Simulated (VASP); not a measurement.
# HfTe5Mo (F-43m) in VASP: notebook, part 2 of 2

VASP 6.6.1.

### 3 Single point, PBE

This run uses another cell than the first one, of 41.87 Å³/atom, 1.005 times its volume.

Input file INCAR:

```
SYSTEM = HfTe5Mo
  PREC = Accurate
  ENCUT = 500
  EDIFF = 1E-6
  ISMEAR = 0
  SIGMA = 0.2
  LREAL = .False.
  LASPH = .True.
  NELM = 120
  ALGO = Normal
  ISIF = 2
  LWAVE = .False.
  LCHARG = .False.
  GGA = PE
  NBANDS = 36
  GGA_COMPAT = .False.
```

Input file KPOINTS:

```
Automatic mesh
0
Gamma
  3 3 3
  0 0 0
```

Input file POSCAR:

```
HfTe5Mo
1.0
    0.0000000000      5.2720232445      5.2720232445
    5.2720232445      0.0000000000      5.2720232445
    5.2720232445      5.2720232445      0.0000000000
Hf Te Mo
1 5 1
Direct
    0.2500000000      0.2500000000      0.2500000000
    0.3948799853      0.3948799853      0.3948799853
    0.3948799853      0.3948799853      0.8153600441
    0.3948799853      0.8153600441      0.3948799853
    0.8153600441      0.3948799853      0.3948799853
    0.0000000000      0.0000000000      0.0000000000
    0.7500000000      0.7500000000      0.7500000000
```

Potentials or basis: VASP PAW PBE potentials, release 64 (Hf_pv, Te, Mo_sv).

Command:

```sh
$ cat potpaw_PBE.64/Hf_pv/POTCAR potpaw_PBE.64/Te/POTCAR potpaw_PBE.64/Mo_sv/POTCAR > POTCAR
$ mpirun -np 1 vasp_std > vasp.out
```

OUTCAR:

```text
SYSTEM = HfTe5Mo
   PREC = Accurate
   ENCUT = 500
   EDIFF = 1E-6
   ISMEAR = 0
   LREAL = .False.
   LASPH = .True.
   NELM = 120
   ISIF = 2
   GGA = PE

 ion  position               nearest neighbor table
   1  0.250  0.250  0.250-   2 2.65   3 2.65   4 2.65   5 2.65
   2  0.395  0.395  0.395-   1 2.65   3 3.14   4 3.14   5 3.14
   3  0.395  0.395  0.815-   1 2.65   2 3.14   4 3.14   5 3.14
   4  0.395  0.815  0.395-   1 2.65   2 3.14   3 3.14   5 3.14
   5  0.815  0.395  0.395-   1 2.65   2 3.14   3 3.14   4 3.14
   6  0.000  0.000  0.000-
   7  0.750  0.750  0.750-

  LATTYP: Found a face centered cubic cell.
 ALAT       =    10.5440464890

  Lattice vectors:

 A1 = (   0.0000000000,   5.2720232445,   5.2720232445)
 A2 = (   5.2720232445,   0.0000000000,   5.2720232445)
 A3 = (   5.2720232445,   5.2720232445,   0.0000000000)

Analysis of symmetry for initial positions (statically):
=====================================================================
 Subroutine PRICEL returns:
 Original cell was already a primitive cell.

 Routine SETGRP: Setting up the symmetry group for a
 face centered cubic supercell.

 Subroutine GETGRP returns: Found 24 space group operations
 (whereof 24 operations were pure point group operations)
 out of a pool of 48 trial point group operations.

The static configuration has the point symmetry T_d .

Analysis of symmetry for dynamics (positions and initial velocities):
=====================================================================
 Subroutine PRICEL returns:
 Original cell was already a primitive cell.

 Routine SETGRP: Setting up the symmetry group for a
 face centered cubic supercell.

 Subroutine GETGRP returns: Found 24 space group operations
 (whereof 24 operations were pure point group operations)
[... 111 lines left out ...]
     AMIX_MAG =   1.60;   BMIX_MAG =  1.00
  volume/ion in A,a.u.               =      41.87       282.53
  Fermi-wavevector in a.u.,A,eV,Ry     =   0.931577  1.760425 11.807622  0.867836
  Thomas-Fermi vector in A             =   2.058085
   LORBIT       =      0    0 simple, 1 ext, 2 COOP (PROOUT), +10 PAW based schemes
   GGA     = PE    functional components
   LHFCALC =     F    Hartree Fock is set to
   AEXX    =    0.0000 exact exchange contribution
   IVDW    =     0    specifies the selected vdW correction
   LEPSILON=     F    determine dielectric tensor
   LRPA    =     F    only Hartree local field effects (RPA)
 non-spin polarized calculation
 Gauss-broadening in eV      SIGMA  =   0.20
  energy-cutoff  :      500.00
  volume of cell :      293.06
 maximum number of plane-waves:      7462
 NGX is ok and might be reduce to    54
   NGX = 27   NGY = 27   NGZ = 27

 number of electron      54.0000001 magnetization

 Free energy of the ion-electron system (eV)
  ---------------------------------------------------
  ext. energy  EPLUGINS =         0.00000000
  ---------------------------------------------------
  free energy    TOTEN  =       -25.71440663 eV

  energy without entropy =      -25.21983503  energy(sigma->0) =      -25.46712083

 E-fermi :   2.8598     XC(G=0):  -8.1565

 val. band max:        2.8447826300   @ k =   0.3333   0.0000   0.0000
 cond. band min:       2.8903059568   @ k =  -0.3333   0.3333   0.0000
 fundamental gap:      0.0455233268
 Fermi energy:         2.8598386371

 k-point     1 :       0.0000    0.0000    0.0000
  band No.  band energies     occupation
      1     -58.1380      2.00000
      2     -32.2363      2.00000
      3     -32.2363      2.00000
      4     -32.2363      2.00000
      5     -27.8351      2.00000
      6     -27.8351      2.00000
[... 145 lines left out ...]
     35       5.6382      0.00000
     36       5.7788      0.00000

------------------------ aborting loop because EDIFF is reached ----------------------------------------

  FORCE on cell =-STRESS in cart. coord.  units (eV):
  Direction    XX          YY          ZZ          XY          YZ          ZX
  --------------------------------------------------------------------------------------
  -------------------------------------------------------------------------------------
  Total        0.0099030      0.0099030      0.0099030      0.0000000      0.0000000     -0.0000000
  in kB        0.0541398      0.0541398      0.0541398      0.0000000      0.0000000     -0.0000000
  external PRESSURE =       0.0541398 kB  Pullay stress =       0.0000000 kB

 VOLUME and BASIS-vectors are now :
 -----------------------------------------------------------------------------
  energy-cutoff  :      500.00
  volume of cell :      293.06
      direct lattice vectors                 reciprocal lattice vectors
     0.000000000  5.272023244  5.272023244    -0.094840250  0.094840250  0.094840250
     5.272023244  0.000000000  5.272023244     0.094840250 -0.094840250  0.094840250
     5.272023244  5.272023244  0.000000000     0.094840250  0.094840250 -0.094840250

 POSITION                                       TOTAL-FORCE (eV/Angst)
 -----------------------------------------------------------------------------------
      2.63601      2.63601      2.63601        -0.000000     -0.000000     -0.000000
      4.16363      4.16363      4.16363         0.000320      0.000320      0.000320
      6.38041      6.38041      4.16363        -0.000320     -0.000320      0.000320
      6.38041      4.16363      6.38041        -0.000320      0.000320     -0.000320
      4.16363      6.38041      6.38041         0.000320     -0.000320     -0.000320
      0.00000      0.00000      0.00000        -0.000000     -0.000000     -0.000000
      7.90803      7.90803      7.90803        -0.000000     -0.000000     -0.000000
 -----------------------------------------------------------------------------------
    total drift:                                0.000000      0.000000      0.000000

  FREE ENERGIE OF THE ION-ELECTRON SYSTEM (eV)
  ---------------------------------------------------
  free  energy   TOTEN  =       -25.7144066292 eV

  energy  without entropy=      -25.2198350252  energy(sigma->0) =      -25.46712083
```

OSZICAR:

```text
N       E                     dE             d eps       ncg     rms          rms(c)
DAV:   1     0.308930182400E+03    0.30893E+03   -0.23431E+04   320   0.119E+03
DAV:   2    -0.696283948195E+01   -0.31589E+03   -0.30691E+03   352   0.247E+02
DAV:   3    -0.315794005085E+02   -0.24617E+02   -0.24020E+02   368   0.566E+01
[... 19 lines left out ...]
DAV:  23    -0.257144097148E+02    0.76939E-04   -0.43200E-04   336   0.217E-02    0.447E-02
DAV:  24    -0.257144189598E+02   -0.92450E-05   -0.10583E-04   232   0.108E-02    0.552E-02
DAV:  25    -0.257144076709E+02    0.11289E-04   -0.21922E-05   216   0.632E-03    0.194E-02
DAV:  26    -0.257144064377E+02    0.12331E-05   -0.49614E-06   172   0.386E-03    0.508E-03
DAV:  27    -0.257144066292E+02   -0.19148E-06   -0.64354E-07   156   0.155E-03
   1 F= -.25714407E+02 E0= -.25467121E+02  d E =-.494572E+00
```

Wall time 95 s (1 thread of Intel Xeon 6975P-C (Granite Rapids), shared host); peak memory 0.42 GiB.

What came out:

- Free energy: -25.7144 eV
- Pressure: 0.0 GPa
- Band gap on the k mesh: zero (band 27 reaches 2.92 eV, above the bottom of band 28 at 2.89 eV)

Caveat: spin-orbit coupling is left out, which moves the levels of the heavy elements.

### 4 Single point, PBE

This run uses another cell than the first one, of 42.57 Å³/atom, 1.021 times its volume.

Input file INCAR:

```
SYSTEM = HfTe5Mo
ALGO     = Normal         ! electronic algorithm
EDIFF    = 1E-6           ! SCF threshold, eV
ENCUT    = 500            ! plane-wave cutoff, eV
GGA      = PE             ! functional
GGA_COMPAT= .FALSE.      
ISIF     = 2              ! what is computed and relaxed
ISMEAR   = 0              ! smearing method
LASPH    = .TRUE.         ! aspherical terms in the spheres
LCHARG   = .TRUE.         ! write CHGCAR
LELF     = .TRUE.         ! ELF
LREAL    = .FALSE.        ! projectors in reciprocal space
LVHAR    = .TRUE.       
LWAVE    = .FALSE.        ! write WAVECAR
NBANDS   = 36             ! bands
NELM     = 120            ! most SCF steps
PREC     = Accurate       ! precision mode
SIGMA    = 0.2            ! smearing width, eV
```

Input file KPOINTS:

```
k-points
0
G
  3 3 3
  0 0 0
```

Input file POSCAR:

```
HfTe5Mo
1.0
    0.0000000000      5.3015507201      5.3015507201
    5.3015507201      0.0000000000      5.3015507201
    5.3015507201      5.3015507201      0.0000000000
Hf Te Mo
1 5 1
Direct
    0.7500000000      0.7500000000      0.7500000000
    0.3967484162      0.3967484162      0.3967484162
    0.3967484162      0.3967484162      0.8097547515
    0.3967484162      0.8097547515      0.3967484162
    0.8097547515      0.3967484162      0.3967484162
    0.2500000000      0.2500000000      0.2500000000
    0.0000000000      0.0000000000      0.0000000000
```

Command:

```sh
$ cat potpaw_PBE.64/Hf_pv/POTCAR potpaw_PBE.64/Te/POTCAR potpaw_PBE.64/Mo_sv/POTCAR > POTCAR
$ mpirun -np 1 vasp_std > vasp.out
```

Run time: 77 s. Hardware: 1 thread of Intel Xeon 6975P-C (Granite Rapids), shared host; peak memory 0.45 GiB.

The run converged. Its results:

```yaml
Free_energy: -21.0262 eV
Pressure: 0.8 GPa
Largest_force: 0.132 eV/Å
Band_gap_on_the_k_mesh: zero (band 27 reaches 3.59 eV, above the bottom of band 28 at 3.43 eV)
```

Forces on the atoms (eV/Å):
```
Hf   0.000  0.000  0.000
Te   0.076  0.076  0.076
Te  -0.076 -0.076  0.076
Te  -0.076  0.076 -0.076
Te   0.076 -0.076 -0.076
Te   0.000  0.000  0.000
Mo   0.000  0.000  0.000
```

Levels at points of the mesh, in eV from the Fermi level:
| k point | band 24 | band 25 | band 26 | band 27 | band 28 | band 29 | band 30 | band 31 |
| --- | --- | --- | --- | --- | --- | --- | --- | --- |
| (0.00, 0.00, 0.00) | -0.18 | -0.18 | 0.12 | 0.12 | 0.20 | 0.20 | 0.20 | 0.57 |

Caveat: spin-orbit coupling is left out, which moves the levels of the heavy elements.

### 5 Summary

| cell | gap on the mesh (eV) | pressure (GPa) | largest force (eV/Å) |
| --- | --- | --- | --- |
| a = 7.445 Å, angles 60.0°, 7 atoms | none | 0.1 | 0.02 |
| a = 7.456 Å, angles 60.0°, 7 atoms | none | 0.0 | - |
| a = 7.498 Å, angles 60.0°, 7 atoms | none | 0.8 | 0.13 |

Alike in all rows: task single point; level PBE; potentials or basis VASP PAW PBE potentials, release 64 (Hf_pv, Te, Mo_sv); no spin polarisation; k mesh 3 × 3 × 3; cutoff (eV) 500; smearing gaussian 0.2 eV.

Caveats: spin-orbit coupling is left out, which moves the levels of the heavy elements.

Total energies depend on the potentials used, so only differences within one code and one set of settings carry meaning.
